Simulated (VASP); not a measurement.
# Sc (I4/mmm) in VASP: further runs

Runs on Sc. Level: r2SCAN. Tasks: single point.

Program: VASP 6.6.1. These are calculated values, not measurements. Logs are shortened: lines on timing, memory, paths and dates and some standing lists are left out, and cuts for length are marked.

### Step 1. The cell of the first run

Symmetry: I4/mmm, No. 139, tetragonal system. The conventional cell has a = 3.291 Å, b = 3.291 Å, c = 4.427 Å, α = 90.00°, β = 90.00°, γ = 90.00°. Within 4.2 Å of Sc (site symmetry 4/mmm) lie 12 Sc at 3.21 to 3.29 Å.

### Step 2. Single point, r2SCAN (strain +0.025 along x and y, -0.025 along z)

File POSCAR:

```
Sc
1.0
    0.0000000000      2.3272625000      2.2137375000
    2.3272625000      0.0000000000      2.2137375000
    2.3272625000      2.3272625000      0.0000000000
Sc
1
Direct
    0.0000000000      0.0000000000      0.0000000000
```

File INCAR.step1:

```
SYSTEM = Sc
PREC = Accurate ; ENCUT = 520
ISMEAR = 0 ; SIGMA = 0.15
LREAL = .False. ; LASPH = .True.
NELM = 80 ; NBANDS = 12
GGA = PE ; ALGO = Normal
EDIFF = 1E-4 ; LWAVE = .True.
LCHARG = .False.
```

File INCAR.step2:

```
SYSTEM = Sc
PREC = Accurate ; ENCUT = 520
EDIFF = 1E-6 ; ISMEAR = 0
SIGMA = 0.15 ; LREAL = .False.
LASPH = .True. ; NELM = 80
ALGO = Normal ; ISIF = 2
LWAVE = .False. ; LCHARG = .True.
METAGGA = R2SCAN ; LMIXTAU = .True.
LELF = .True. ; LVHAR = .True.
NBANDS = 12 ; ISTART = 1
```

File KPOINTS:

```
regular mesh
0
Gamma
  18 18 18
  0 0 0
```

Potentials or basis: VASP PAW PBE potentials, release 64 (Sc_sv).

Started as:

```sh
> cat potpaw_PBE.64/Sc_sv/POTCAR > POTCAR
> cp INCAR.step1 INCAR
> mpirun -np 1 vasp_std > vasp.out
> cp INCAR.step2 INCAR
> mpirun -np 1 vasp_std > vasp.out
```

OUTCAR:

```text
SYSTEM = Sc
   PREC = Accurate
   ENCUT = 520
   EDIFF = 1E-6
   ISMEAR = 0
   LREAL = .False.
   LASPH = .True.
   NELM = 80
   ISIF = 2
   METAGGA = R2SCAN
   ISTART = 1

 ion  position               nearest neighbor table
   1  0.000  0.000  0.000-

  LATTYP: Found a body centered tetragonal cell.
 ALAT       =     3.2912461907
 C/A-ratio  =     1.3452275349

  Lattice vectors:

 A1 = (   0.0000000000,  -2.3272625000,  -2.2137375000)
 A2 = (   0.0000000000,   2.3272625000,  -2.2137375000)
 A3 = (   2.3272625000,   0.0000000000,   2.2137375000)

Analysis of symmetry for initial positions (statically):
=====================================================================
 Subroutine PRICEL returns:
 Original cell was already a primitive cell.

 Routine SETGRP: Setting up the symmetry group for a
 body centered tetragonal supercell.

 Subroutine GETGRP returns: Found 16 space group operations
 (whereof 16 operations were pure point group operations)
 out of a pool of 16 trial point group operations.

The static configuration has the point symmetry D_4h.

Analysis of symmetry for dynamics (positions and initial velocities):
=====================================================================
 Subroutine PRICEL returns:
 Original cell was already a primitive cell.

 Routine SETGRP: Setting up the symmetry group for a
 body centered tetragonal supercell.

 Subroutine GETGRP returns: Found 16 space group operations
 (whereof 16 operations were pure point group operations)
 out of a pool of 16 trial point group operations.

The dynamic configuration has the point symmetry D_4h.

 Subroutine INISYM returns: Found 16 space group operations
 (whereof 16 operations are pure point group operations),
 and found     1 'primitive' translations

----------------------------------------------------------------------------------------

                                     Primitive cell

  volume of cell :      23.9799

  direct lattice vectors                    reciprocal lattice vectors
     0.000000000  2.327262500  2.213737500    -0.214844694  0.214844694  0.225862371
     2.327262500  0.000000000  2.213737500     0.214844694 -0.214844694  0.225862371
     2.327262500  2.327262500  0.000000000     0.214844694  0.214844694 -0.225862371

  length of vectors
     3.211975165  3.211975165  3.291246191     0.378589878  0.378589878  0.378589878

  position of ions in fractional coordinates (direct lattice)
     0.000000000  0.000000000  0.000000000

[... 76 lines left out ...]
   LREAL  =      F    real-space projection
   EDIFFG = 0.1E-04   stopping-criterion for IOM
   NSW    =      0    number of steps for IOM
   IBRION =     -1    ionic relax: 0-MD 1-quasi-New 2-CG
   NFREE  =      0    steps in history (QN), initial steepest desc. (CG)
   ISIF   =      2    stress and relaxation
   ISYM   =      2    0-nonsym 1-usesym 2-fastsym
   POTIM  = 0.5000    time-step for ionic-motion
   TEBEG  =    0.0;   TEEND  =   0.0 temperature during run
   PSTRESS=    0.0 pullay stress
   NELECT =      11.0000    total number of electrons
   NUPDOWN=      -1.0000    fix difference up-down
   EMIN   =  10.00;   EMAX   =-10.00  energy-range for DOS
   EFERMI =   0.00;   METHOD = LEGACY
   ISMEAR =     0;   SIGMA  =   0.15  broadening in eV -4-tet -1-fermi 0-gaus
   EFERMI_NEDOS =   21; number of points for ismear=-14 and -15
   IALGO  =     38    algorithm
   IMIX   =      4    mixing-type and parameters
     AMIX     =   0.40;   BMIX     =  1.00
     AMIX_MAG =   1.60;   BMIX_MAG =  1.00
  volume/ion in A,a.u.               =      23.98       161.82
  Fermi-wavevector in a.u.,A,eV,Ry     =   1.262574  2.385919 21.688946  1.594093
  Thomas-Fermi vector in A             =   2.395975
   LORBIT       =      0    0 simple, 1 ext, 2 COOP (PROOUT), +10 PAW based schemes
   METAGGA = R2SCAN    functional components
   LHFCALC =     F    Hartree Fock is set to
   AEXX    =    0.0000 exact exchange contribution
   IVDW    =     0    specifies the selected vdW correction
   LEPSILON=     F    determine dielectric tensor
   LRPA    =     F    only Hartree local field effects (RPA)
 non-spin polarized calculation
 Gauss-broadening in eV      SIGMA  =   0.15
  energy-cutoff  :      520.00
  volume of cell :       23.98
 maximum number of plane-waves:       664
   NGX = 11   NGY = 11   NGZ = 13

 number of electron      10.9999997 magnetization

 Free energy of the ion-electron system (eV)
  ---------------------------------------------------
  ext. energy  EPLUGINS =         0.00000000
  ---------------------------------------------------
  free energy    TOTEN  =       -11.29617475 eV

  energy without entropy =      -11.27472799  energy(sigma->0) =      -11.28545137

 E-fermi :   3.9494     XC(G=0): -10.7301

 val. band max:        3.9493968647   @ k =  -0.4444   0.1667   0.3333
 cond. band min:       3.9526362518   @ k =   0.4444   0.2222   0.0556
 fundamental gap:      0.0032393871
 Fermi energy:         3.9494011340

 k-point     1 :       0.0000    0.0000    0.0000
  band No.  band energies     occupation
      1     -47.5301      2.00000
      2     -24.9544      2.00000
      3     -24.9440      2.00000
      4     -24.9440      2.00000
      5      -1.6758      2.00000
      6       5.6962      0.00000
      7       5.6963      0.00000
      8       5.9934      0.00000
      9       7.1099      0.00000
     10       7.4579      0.00000
     11      17.1094      0.00000
     12      20.5851      0.00000
[... 331 lines left out ...]
 k-point    24 :      -0.2222    0.0556    0.0000
  band No.  band energies     occupation
      1     -47.4964      2.00000
      2     -25.1596      2.00000
      3     -24.9885      2.00000
      4     -24.9738      2.00000
      5      -0.1722      2.00000
      6       4.8501      0.00000
      7       5.9356      0.00000
      8       6.1014      0.00000
      9       7.0201      0.00000
     10       7.5524      0.00000
     11      15.4128      0.00000
     12      17.8124      0.00000

 [... further k-points ...]
[... 5 lines left out ...]
  --------------------------------------------------------------------------------------
  -------------------------------------------------------------------------------------
  Total        0.3846013      0.3846013      0.4780908      0.0000000     -0.0000000     -0.0000000
  in kB       25.6965321     25.6965321     31.9428846      0.0000000     -0.0000000     -0.0000000
  external PRESSURE =      27.7786496 kB  Pullay stress =       0.0000000 kB

 VOLUME and BASIS-vectors are now :
 -----------------------------------------------------------------------------
  energy-cutoff  :      520.00
  volume of cell :       23.98
      direct lattice vectors                 reciprocal lattice vectors
     0.000000000  2.327262500  2.213737500    -0.214844694  0.214844694  0.225862371
     2.327262500  0.000000000  2.213737500     0.214844694 -0.214844694  0.225862371
     2.327262500  2.327262500  0.000000000     0.214844694  0.214844694 -0.225862371

 POSITION                                       TOTAL-FORCE (eV/Angst)
 -----------------------------------------------------------------------------------
      0.00000      0.00000      0.00000         0.000000      0.000000      0.000000
 -----------------------------------------------------------------------------------
    total drift:                               -0.000000      0.000000      0.000000

  FREE ENERGIE OF THE ION-ELECTRON SYSTEM (eV)
  ---------------------------------------------------
  free  energy   TOTEN  =       -11.2961747544 eV

  energy  without entropy=      -11.2747279909  energy(sigma->0) =      -11.28545137
```

Wall time 4.4 min (1 thread of Intel Xeon 6975P-C (Granite Rapids), shared host); peak memory 0.24 GiB.

Results:

| Property | Result |
| --- | --- |
| Free energy | -11.2962 eV |
| Pressure | 2.8 GPa |
| Band gap on the k mesh | zero (an odd number of electrons rules out a gap without spin polarisation) |

Stress tensor (GPa, compression positive):
```
2.57 0.00 0.00
0.00 2.57 0.00
0.00 0.00 3.19
```

Caveat: the cell differs from its parent crystal (strain +0.025 along x and y, -0.025 along z); the PAW data sets were made with another functional, which shifts forces and pressure a little.

### Step 3. Single point, r2SCAN (strain +0.050 along x and y, -0.050 along z)

File POSCAR:

```
Sc
1.0
    0.0000000000      2.3840250000      2.1569750000
    2.3840250000      0.0000000000      2.1569750000
    2.3840250000      2.3840250000      0.0000000000
Sc
1
Direct
    0.0000000000      0.0000000000      0.0000000000
```

File INCAR.step1:

```
SYSTEM = Sc
ALGO = Normal ; EDIFF = 1E-4
ENCUT = 520 ; GGA = PE
ISMEAR = 0 ; LASPH = .True.
LCHARG = .False. ; LREAL = .False.
LWAVE = .True. ; NBANDS = 12
NELM = 100 ; PREC = Accurate
SIGMA = 0.15
```

File INCAR.step2:

```
SYSTEM = Sc
ALGO = Normal ; EDIFF = 1E-7
ENCUT = 520 ; ISIF = 2
ISMEAR = 0 ; ISTART = 1
LASPH = .True. ; LCHARG = .False.
LMIXTAU = .True. ; LREAL = .False.
LWAVE = .False. ; METAGGA = R2SCAN
NBANDS = 12 ; NELM = 100
PREC = Accurate ; SIGMA = 0.15
```

File KPOINTS:

```
k-points
0
Gamma
  18 18 18
  0 0 0
```

Potentials or basis: VASP PAW PBE potentials, release 64 (Sc_sv).

Started as:

```sh
> cat potpaw_PBE.64/Sc_sv/POTCAR > POTCAR
> cp INCAR.step1 INCAR
> mpirun -np 1 vasp_std > vasp.out
> cp INCAR.step2 INCAR
> mpirun -np 1 vasp_std > vasp.out
```

Run time: 6.9 min. Hardware: 1 thread of Intel Xeon 6975P-C (Granite Rapids), shared host; peak memory 0.25 GiB.

It converged, with:

```
Free energy            : -11.2991 eV
Pressure               : 1.4 GPa
Band gap on the k mesh : zero (an odd number of electrons rules out a gap without spin polarisation)
```

Stress tensor (GPa, compression positive):
```
1.10 0.00 0.00
0.00 1.10 0.00
0.00 0.00 2.14
```

Levels at points of the mesh, in eV from the Fermi level:
| k point | band 3 | band 4 | band 5 | band 6 | band 7 | band 8 |
| --- | --- | --- | --- | --- | --- | --- |
| (0.00, 0.00, 0.00) | -28.99 | -28.99 | -5.58 | 1.65 | 1.65 | 2.20 |
| (0.50, 0.00, 0.00) | -29.07 | -29.02 | -1.84 | 0.08 | 1.31 | 2.07 |
| (0.50, 0.50, 0.00) | -29.18 | -29.18 | -1.53 | -0.82 | 3.04 | 4.18 |
| (0.50, 0.00, 0.50) | -29.16 | -29.08 | -1.64 | -0.43 | 1.38 | 4.08 |

Caveat: the cell differs from its parent crystal (strain +0.050 along x and y, -0.050 along z); the PAW data sets were made with another functional, which shifts forces and pressure a little.

### Step 4. Single point, r2SCAN (strain +0.050 along x and y, -0.025 along z)

File POSCAR:

```
Sc
1.0
    0.0000000000      2.3840250000      2.2137375000
    2.3840250000      0.0000000000      2.2137375000
    2.3840250000      2.3840250000      0.0000000000
Sc
1
Direct
    0.0000000000      0.0000000000      0.0000000000
```

File INCAR.step1:

```
SYSTEM = Sc
ALGO = Normal
EDIFF = 1E-4
ENCUT = 520
GGA = PE
ISMEAR = 0
LASPH = .TRUE.
LCHARG = .FALSE.
LREAL = .FALSE.
LWAVE = .TRUE.
NBANDS = 12
NELM = 80
PREC = Accurate
SIGMA = 0.15
```

File INCAR.step2:

```
SYSTEM = Sc
ALGO = Normal
EDIFF = 1E-7
ENCUT = 520
ISIF = 2
ISMEAR = 0
ISTART = 1
LASPH = .TRUE.
LCHARG = .FALSE.
LMIXTAU = .TRUE.
LREAL = .FALSE.
LWAVE = .FALSE.
METAGGA = R2SCAN
NBANDS = 12
NELM = 80
PREC = Accurate
SIGMA = 0.15
```

File KPOINTS:

```
k-points
0
G
  18 18 18
  0 0 0
```

Started as:

```sh
> cat potpaw_PBE.64/Sc_sv/POTCAR > POTCAR
> cp INCAR.step1 INCAR
> mpirun -np 1 vasp_std > vasp.out
> cp INCAR.step2 INCAR
> mpirun -np 1 vasp_std > vasp.out
```

Run time: 6.5 min. Hardware: 1 thread of Intel Xeon 6975P-C (Granite Rapids), shared host; peak memory 0.26 GiB.

It converged, with:

```yaml
Free_energy: -11.3048 eV
Pressure: 0.1 GPa
Band_gap_on_the_k_mesh: zero (an odd number of electrons rules out a gap without spin polarisation)
```

Stress tensor (GPa, compression positive):
```
-0.24  0.00  0.00
 0.00 -0.24  0.00
 0.00  0.00  0.63
```

Levels at points of the mesh, in eV from the Fermi level:
| k point | band 1 | band 2 | band 3 | band 4 | band 5 | band 6 | band 7 | band 8 | band 9 | band 10 |
| --- | --- | --- | --- | --- | --- | --- | --- | --- | --- | --- |
| (0.00, 0.00, 0.00) | -51.63 | -29.08 | -29.07 | -29.07 | -5.53 | 1.64 | 1.64 | 2.05 | 2.91 | 3.38 |
| (0.50, 0.00, 0.00) | -51.57 | -29.46 | -29.14 | -29.11 | -1.81 | 0.02 | 1.39 | 1.92 | 3.91 | 4.17 |
| (0.50, 0.50, 0.00) | -51.54 | -29.44 | -29.23 | -29.23 | -1.48 | -0.71 | 2.62 | 4.07 | 4.28 | 4.28 |
| (0.50, 0.00, 0.50) | -51.56 | -29.43 | -29.23 | -29.16 | -1.57 | -0.45 | 1.43 | 4.01 | 4.08 | 4.41 |

Caveat: the cell differs from its parent crystal (strain +0.050 along x and y, -0.025 along z); the PAW data sets were made with another functional, which shifts forces and pressure a little.

### Step 5. Overview

| cell | gap on the mesh (eV) | pressure (GPa) |
| --- | --- | --- |
| a = 3.212, b = 3.212, c = 3.291 Å, angles 59.2, 59.2, 61.6°, 1 atom | none | 2.8 |
| a = 3.215, b = 3.215, c = 3.372 Å, angles 58.4, 58.4, 63.2°, 1 atom | none | 1.4 |
| a = 3.253, b = 3.253, c = 3.372 Å, angles 58.8, 58.8, 62.4°, 1 atom | none | 0.1 |

Alike in all rows: task single point; level r2SCAN; potentials or basis VASP PAW PBE potentials, release 64 (Sc_sv); no spin polarisation; k mesh 18 × 18 × 18; cutoff (eV) 520; smearing gaussian 0.15 eV.

Caveats: the PAW data sets were made with another functional, which shifts forces and pressure a little.

Total energies depend on the potentials used, so only differences within one code and one set of settings carry meaning.
